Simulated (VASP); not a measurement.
SiGeO4, 24 atoms in the cell. The structure is tetragonal, space group P4_2/mnm (No. 136). Conventional cell: a = 9.185 Å, b = 9.185 Å, c = 5.513 Å, α = 90.00°, β = 90.00°, γ = 90.00°. Si (site symmetry m2m) has 4 O at 1.60 to 1.61 Å within 2.1 Å. Ge (site symmetry m2m) has 4 O at 1.69 to 1.71 Å within 2.3 Å. O (site symmetry m) has 1 Si at 1.60 Å and 1 Ge at 1.69 Å within 2.1 Å. Within 2.1 Å of O (site symmetry m) lie 1 Si at 1.61 Å and 1 Ge at 1.71 Å. The cell was built from a structure type or drawn by symmetry, and may not be a known phase.

```yaml
Program: VASP 6.6.1
Task: single point
Functional: PBE
Potentials_or_basis: VASP PAW PBE potentials, release 64 (Si, Ge_d, O)
Cutoff: 520 eV
k_mesh: 2 × 2 × 4
Occupations: gaussian, width 0.1 eV
Spin: no spin polarisation
Dipole_correction: no
Further_INCAR_settings: LREAL = Auto; ALGO = Normal; EDIFF = 1e-06; NBANDS = 102
```

Potentials or basis: VASP PAW PBE potentials, release 64 (Si, Ge_d, O).

Run with:

```console
$ cat potpaw_PBE.64/Si/POTCAR potpaw_PBE.64/Ge_d/POTCAR potpaw_PBE.64/O/POTCAR > POTCAR
$ mpirun -np 1 vasp_std > vasp.out
```

Hardware: 1 thread of AMD EPYC 9R45 96-Core Processor (Zen 5) (shared host).

Question: Estimate the wall time of this run.

Answer: It took 7.4 min on 1 thread of AMD EPYC 9R45 96-Core Processor (Zen 5), on a shared host, peak memory 0.58 GiB. Counts: scf iterations 18, k points 9.
